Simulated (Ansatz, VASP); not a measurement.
Pd in VASP and in Ansatz

```xyz
5
Lattice="2.7418 0.0000 0.0000 0.0000 2.7418 0.0000 0.0000 0.0000 23.7550" Properties=species:S:1:pos:R:3 pbc="T T T"
Pd    0.0000    0.0000    8.0423
Pd    1.3709    1.3709    9.9484
Pd    0.0000    0.0000   11.8775
Pd    1.3709    1.3709   13.8066
Pd    0.0000    0.0000   15.7127
```

Alike in both runs: functional PBEsol; k mesh 12 × 12 × 1; occupations fermi-dirac, width 0.08 eV; no spin polarisation.

Ansatz relaxed the structure, and its values are those at the end. VASP's run is a single point on that final structure, the one shown.

```csv
,VASP,Ansatz
version,VASP 6.6.1,Ansatz 0.2.0
potentials or method,"VASP PAW PBE potentials, release 64 (Pd), cutoff 520 eV","all-electron LAPW, scalar-relativistic"
```

```tsv
	VASP	Ansatz	Ansatz less VASP
rms of the force components (eV/Å)	0.005	0.001	-0.0043
```

VASP's potentials were made for PBE, not for PBEsol. Ansatz ran all-electron here, and VASP with PAW potentials.
